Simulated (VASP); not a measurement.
Runs of VASP 6.6.1 on Fe. The structure is that of space group P6_3/mmc (No. 194), or close to it. The cells are those of the table. 

```csv
task,cell,k mesh,cutoff (eV),gap on the mesh (eV),pressure (GPa),relaxed volume (Å³/atom),largest force (eV/Å)
relaxation of cell and atoms,"relaxed from a = 3.668, b = 3.668, c = 4.232 Å, angles 90.0, 90.0, 120.0°, 4 atoms",6 × 6 × 4,600,-,0.2,12.26,-
single point,"a = 3.595, b = 3.595, c = 4.818 Å, angles 90.0, 90.0, 120.0°, 4 atoms",15 × 15 × 10,520,none,(b),-,(a)
relaxation of cell and atoms,"relaxed from a = 3.221, b = 3.221, c = 5.315 Å, angles 90.0, 90.0, 120.0°, 4 atoms",6 × 6 × 4,600,none,0.3,13.79,0.01
relaxation of cell and atoms,"relaxed from a = 2.779, b = 2.779, c = 7.568 Å, angles 90.0, 90.0, 120.0°, 4 atoms",9 × 9 × 2,600,-,0.1,12.29,-
single point,"a = 3.668, b = 3.668, c = 4.232 Å, angles 90.0, 90.0, 120.0°, 4 atoms",9 × 9 × 2,520,none,-0.4,-,-
single point,"a = 3.589, b = 3.589, c = 4.836 Å, angles 90.0, 90.0, 120.0°, 4 atoms",6 × 6 × 4,520,none,-0.7,-,0.04
single point,"a = 3.671, b = 3.671, c = 4.210 Å, angles 90.0, 90.0, 120.0°, 4 atoms",15 × 15 × 12,520,none,-0.4,-,-
single point,"a = 3.678, b = 3.678, c = 4.195 Å, angles 90.0, 90.0, 120.0°, 4 atoms",6 × 6 × 4,520,none,-0.4,-,-
```

Alike in all rows: level r2SCAN; potentials or basis VASP PAW PBE potentials, release 64 (Fe); no spin polarisation; smearing gaussian 0.1 eV.

Task: Estimate the missing entries.

Result: (a) 0.02; (b) -0.8.

Caveats: some runs use coarse meshes; the PAW data sets were made with another functional, which shifts forces and pressure a little; the run has no spin polarisation, though such a crystal can be magnetic; the bands computed are all filled at some k points, so no gap is given (some runs); the volume moved by over 15 % at a fixed basis, so the end points are rough (some runs).

A gap of «none» marks levels without a gap at the run's occupations.
